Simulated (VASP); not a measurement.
# La (P6_3/mmc) in VASP: a series of runs

La is run at these levels: LDA; tasks: single point.

Program: VASP 6.6.1. These are calculated values, not measurements. Logs are shortened: lines on timing, memory, paths and dates and some standing lists are left out, and cuts for length are marked.

### 1 The cell of the first run

It takes space group P6_3/mmc (No. 194, hexagonal). The conventional cell has a = 3.750 Å, b = 3.750 Å, c = 6.131 Å, α = 90.00°, β = 90.00°, γ = 120.00°. Within 4.9 Å of La (site symmetry -6m2) lie 12 La at 3.75 Å.

### 2 Single point, LDA (zz strain of +1 %)

Contents of INCAR:

```
SYSTEM = La
PREC     = Accurate       ! precision mode
ENCUT    = 520            ! plane-wave cutoff, eV
EDIFF    = 1E-6           ! SCF threshold, eV
ISMEAR   = -1             ! smearing method
SIGMA    = 0.05           ! smearing width, eV
LREAL    = .False.        ! projectors in reciprocal space
LASPH    = .True.         ! aspherical terms in the spheres
NELM     = 100            ! most SCF steps
ALGO     = Normal         ! electronic algorithm
ISIF     = 2              ! what is computed and relaxed
LWAVE    = .False.        ! write WAVECAR
LCHARG   = .False.        ! write CHGCAR
GGA      = CA             ! functional
NBANDS   = 18             ! bands
```

Contents of KPOINTS:

```
regular mesh
0
Gamma
  11 11 6
  0 0 0
```

Contents of POSCAR:

```
La
1.0
    3.7500020507      0.0000000000      0.0000000000
   -1.8750010253      3.2475970401      0.0000000000
    0.0000000000      0.0000000000      6.1307000000
La
2
Direct
    0.3333333333      0.6666666667      0.2500000000
    0.6666666667      0.3333333333      0.7500000000
```

Potentials or basis: VASP PAW LDA potentials, release 64 (La).

Started as:

```sh
cat potpaw_LDA.64/La/POTCAR > POTCAR
mpirun -np 1 vasp_std > vasp.out
```

OUTCAR:

```text
SYSTEM = La
   PREC = Accurate
   ENCUT = 520
   EDIFF = 1E-6
   ISMEAR = -1
   LREAL = .False.
   LASPH = .True.
   NELM = 100
   ISIF = 2
   GGA = CA

 ion  position               nearest neighbor table
   1  0.333  0.667  0.250-
   2  0.667  0.333  0.750-

  LATTYP: Found a hexagonal cell.
 ALAT       =     3.7500020507
 C/A-ratio  =     1.6348524393

  Lattice vectors:

 A1 = (   3.7500020507,   0.0000000000,   0.0000000000)
 A2 = (  -1.8750010253,   3.2475970401,   0.0000000000)
 A3 = (   0.0000000000,   0.0000000000,   6.1307000000)

Analysis of symmetry for initial positions (statically):
=====================================================================
 Subroutine PRICEL returns:
 Original cell was already a primitive cell.

 Routine SETGRP: Setting up the symmetry group for a
 hexagonal supercell.

 Subroutine GETGRP returns: Found 24 space group operations
 (whereof 12 operations were pure point group operations)
 out of a pool of 24 trial point group operations.

The static configuration has the point symmetry D_3d.
 The point group associated with its full space group is D_6h.

Analysis of symmetry for dynamics (positions and initial velocities):
=====================================================================
 Subroutine PRICEL returns:
 Original cell was already a primitive cell.

 Routine SETGRP: Setting up the symmetry group for a
 hexagonal supercell.

 Subroutine GETGRP returns: Found 24 space group operations
 (whereof 12 operations were pure point group operations)
 out of a pool of 24 trial point group operations.

The dynamic configuration has the point symmetry D_3d.
 The point group associated with its full space group is D_6h.

 Subroutine INISYM returns: Found 24 space group operations
 (whereof 12 operations are pure point group operations),
 and found     1 'primitive' translations

----------------------------------------------------------------------------------------

                                     Primitive cell

  volume of cell :      74.6627

  direct lattice vectors                    reciprocal lattice vectors
     3.750002051  0.000000000  0.000000000     0.266666521  0.153959988  0.000000000
    -1.875001025  3.247597040  0.000000000     0.000000000  0.307919975  0.000000000
     0.000000000  0.000000000  6.130700000     0.000000000  0.000000000  0.163113511

  length of vectors
     3.750002051  3.750002051  6.130700000     0.307919975  0.307919975  0.163113511

[... 78 lines left out ...]
   ENCUT  =  520.0 eV  38.22 Ry    6.18 a.u.   6.97  6.97 11.40*2*pi/ulx,y,z
   NELM   =    100;   NELMIN=  2; NELMDL= -5     # of ELM steps
   EDIFF  = 0.1E-05   stopping-criterion for ELM
   LREAL  =      F    real-space projection
   EDIFFG = 0.1E-04   stopping-criterion for IOM
   NSW    =      0    number of steps for IOM
   IBRION =     -1    ionic relax: 0-MD 1-quasi-New 2-CG
   NFREE  =      0    steps in history (QN), initial steepest desc. (CG)
   ISIF   =      2    stress and relaxation
   ISYM   =      2    0-nonsym 1-usesym 2-fastsym
   POTIM  = 0.5000    time-step for ionic-motion
   TEBEG  =    0.0;   TEEND  =   0.0 temperature during run
   PSTRESS=    0.0 pullay stress
   NELECT =      22.0000    total number of electrons
   NUPDOWN=      -1.0000    fix difference up-down
   EMIN   =  10.00;   EMAX   =-10.00  energy-range for DOS
   EFERMI =   0.00;   METHOD = LEGACY
   ISMEAR =    -1;   SIGMA  =   0.05  broadening in eV -4-tet -1-fermi 0-gaus
   EFERMI_NEDOS =   21; number of points for ismear=-14 and -15
   IALGO  =     38    algorithm
   IMIX   =      4    mixing-type and parameters
     AMIX     =   0.40;   BMIX     =  1.00
     AMIX_MAG =   1.60;   BMIX_MAG =  1.00
  volume/ion in A,a.u.               =      37.33       251.92
  Fermi-wavevector in a.u.,A,eV,Ry     =   1.089384  2.058638 16.146828  1.186758
  Thomas-Fermi vector in A             =   2.225586
   LORBIT       =      0    0 simple, 1 ext, 2 COOP (PROOUT), +10 PAW based schemes
   GGA     = CA    functional components
   LHFCALC =     F    Hartree Fock is set to
   AEXX    =    0.0000 exact exchange contribution
   IVDW    =     0    specifies the selected vdW correction
   LEPSILON=     F    determine dielectric tensor
   LRPA    =     F    only Hartree local field effects (RPA)
 non-spin polarized calculation
  energy-cutoff  :      520.00
  volume of cell :       74.66
 maximum number of plane-waves:      2029
 NGX is ok and might be reduce to    28
   NGX = 13   NGY = 13   NGZ = 23

 number of electron      21.9999998 magnetization

 Free energy of the ion-electron system (eV)
  ---------------------------------------------------
  ext. energy  EPLUGINS =         0.00000000
  ---------------------------------------------------
  free energy    TOTEN  =       -10.99211015 eV

  energy without entropy =      -10.95682358  energy(sigma->0) =      -10.97446687

 E-fermi :   7.5960     XC(G=0):  -9.7432

 val. band max:        7.5748262737   @ k =   0.4545   0.0909   0.3333
 cond. band min:       7.5975309913   @ k =   0.2727   0.2727   0.0000
 fundamental gap:      0.0227047176
 Fermi energy:         7.5960390606

 k-point     1 :       0.0000    0.0000    0.0000
  band No.  band energies     occupation
      1     -25.1512      2.00000
      2     -24.9574      2.00000
      3      -9.5231      2.00000
      4      -8.3226      2.00000
      5      -8.3226      2.00000
      6      -8.1461      2.00000
[... 481 lines left out ...]
      5      -8.7277      2.00000
      6      -8.4671      2.00000
[... 10 lines left out ...]
     17       9.2061      0.00000
     18       9.2772      0.00000

 [... further k-points ...]

------------------------ aborting loop because EDIFF is reached ----------------------------------------

  FORCE on cell =-STRESS in cart. coord.  units (eV):
  Direction    XX          YY          ZZ          XY          YZ          ZX
  --------------------------------------------------------------------------------------
  -------------------------------------------------------------------------------------
  Total       -1.4902641     -1.4902641     -1.6492034     -0.0000000     -0.0000000      0.0000000
  in kB      -31.9793847    -31.9793847    -35.3900435     -0.0000000     -0.0000000      0.0000000
  external PRESSURE =     -33.1162710 kB  Pullay stress =       0.0000000 kB

 VOLUME and BASIS-vectors are now :
 -----------------------------------------------------------------------------
  energy-cutoff  :      520.00
  volume of cell :       74.66
      direct lattice vectors                 reciprocal lattice vectors
     3.750002051  0.000000000  0.000000000     0.266666521  0.153959988  0.000000000
    -1.875001025  3.247597040  0.000000000     0.000000000  0.307919975  0.000000000
     0.000000000  0.000000000  6.130700000     0.000000000  0.000000000  0.163113511

 POSITION                                       TOTAL-FORCE (eV/Angst)
 -----------------------------------------------------------------------------------
     -0.00000      2.16506      1.53268        -0.000000      0.000000      0.000000
      1.87500      1.08253      4.59802         0.000000     -0.000000      0.000000
 -----------------------------------------------------------------------------------
    total drift:                               -0.000000      0.000000     -0.000000

  FREE ENERGIE OF THE ION-ELECTRON SYSTEM (eV)
  ---------------------------------------------------
  free  energy   TOTEN  =       -10.9921101485 eV

  energy  without entropy=      -10.9568235816  energy(sigma->0) =      -10.97446687
```

Run time: 2.2 min. Hardware: 1 thread of Intel Xeon 8259CL, shared host; peak memory 0.22 GiB.

Results:

| Item | Value |
| --- | --- |
| Free energy | -10.9921 eV |
| Pressure | -3.3 GPa |
| Band gap on the k mesh | zero (bands 11 and 12 overlap by 1.36 eV) |

Caveat: the cell differs from its parent crystal (zz strain of +1 %); the cell stands under tension; spin-orbit coupling is left out, which moves the levels of the heavy elements.

### 3 Single point, LDA (37.70 Å³/atom)

This run uses another cell than the first one, of 37.70 Å³/atom.

Contents of INCAR:

```
PREC = Accurate
ENCUT = 520
EDIFF = 1E-7
ISMEAR = -1
SIGMA = 0.05
LREAL = False
LASPH = True
NELM = 80
ALGO = Normal
ISIF = 2
LWAVE = False
LCHARG = False
GGA = CA
NBANDS = 18
```

Contents of KPOINTS:

```
regular mesh
0
Gamma
  11 11 6
```

Contents of POSCAR:

```
La
1.0
    3.7748372251      0.0000000000      0.0000000000
   -1.8874186125      3.2691049321      0.0000000000
    0.0000000000      0.0000000000      6.1101998470
La
2
Direct
    0.3333333333      0.6666666667      0.2500000000
    0.6666666667      0.3333333333      0.7500000000
```

Potentials or basis: VASP PAW LDA potentials, release 64 (La).

Started as:

```sh
cat potpaw_LDA.64/La/POTCAR > POTCAR
mpirun -np 1 vasp_std > vasp.out
```

OUTCAR:

```text
PREC = Accurate
   ENCUT = 520
   EDIFF = 1E-7
   ISMEAR = -1
   LREAL = False
   LASPH = True
   NELM = 80
   ISIF = 2
   GGA = CA

 ion  position               nearest neighbor table
   1  0.333  0.667  0.250-
   2  0.667  0.333  0.750-

  LATTYP: Found a hexagonal cell.
 ALAT       =     3.7748372251
 C/A-ratio  =     1.6186657815

  Lattice vectors:

 A1 = (   3.7748372251,   0.0000000000,   0.0000000000)
[... 688 lines left out ...]
     18       9.1292      0.00000

 [... further k-points ...]

------------------------ aborting loop because EDIFF is reached ----------------------------------------

  FORCE on cell =-STRESS in cart. coord.  units (eV):
  Direction    XX          YY          ZZ          XY          YZ          ZX
  --------------------------------------------------------------------------------------
  -------------------------------------------------------------------------------------
  Total       -1.6068437     -1.6068437     -1.6947332     -0.0000000      0.0000000      0.0000000
  in kB      -34.1430025    -34.1430025    -36.0105219     -0.0000000      0.0000000      0.0000000
  external PRESSURE =     -34.7655090 kB  Pullay stress =       0.0000000 kB

 VOLUME and BASIS-vectors are now :
 -----------------------------------------------------------------------------
  energy-cutoff  :      520.00
  volume of cell :       75.40
      direct lattice vectors                 reciprocal lattice vectors
     3.774837225  0.000000000  0.000000000     0.264912085  0.152947064  0.000000000
    -1.887418613  3.269104932  0.000000000     0.000000000  0.305894127  0.000000000
     0.000000000  0.000000000  6.110199847     0.000000000  0.000000000  0.163660768

 POSITION                                       TOTAL-FORCE (eV/Angst)
 -----------------------------------------------------------------------------------
     -0.00000      2.17940      1.52755         0.000000     -0.000000      0.000000
      1.88742      1.08970      4.58265        -0.000000      0.000000      0.000000
 -----------------------------------------------------------------------------------
    total drift:                               -0.000000      0.000000     -0.000000

  FREE ENERGIE OF THE ION-ELECTRON SYSTEM (eV)
  ---------------------------------------------------
  free  energy   TOTEN  =       -10.9773401139 eV

  energy  without entropy=      -10.9418985868  energy(sigma->0) =      -10.95961935
```

stdout:

```text
POSCAR found type information on POSCAR La
 POSCAR found :  1 types and       2 ions
 scaLAPACK will be used
 LDA part: xc-table for (Slater(with rela. corr.)+CA(PZ))
 , standard interpolation
 POSCAR, INCAR and KPOINTS ok, starting setup
 FFT: planning ... GRIDC
 FFT: planning ... GRID_SOFT
 FFT: planning ... GRID
 WAVECAR not read
 entering main loop
```

Run time: 2.3 min. Hardware: 1 thread of Intel Xeon 8259CL, shared host; peak memory 0.22 GiB.

What came out:

| Item | Value |
| --- | --- |
| Free energy | -10.9773 eV |
| Pressure | -3.5 GPa |
| Band gap on the k mesh | zero (bands 11 and 12 overlap by 1.35 eV) |

Stress tensor (GPa, compression positive):
```
-3.41  0.00  0.00
 0.00 -3.41  0.00
 0.00  0.00 -3.60
```

Caveat: the cell stands under tension; spin-orbit coupling is left out, which moves the levels of the heavy elements.

(Continued in part 2 of 2.)

The gap in the log of VASP goes by the Fermi energy; the results here count the filled bands.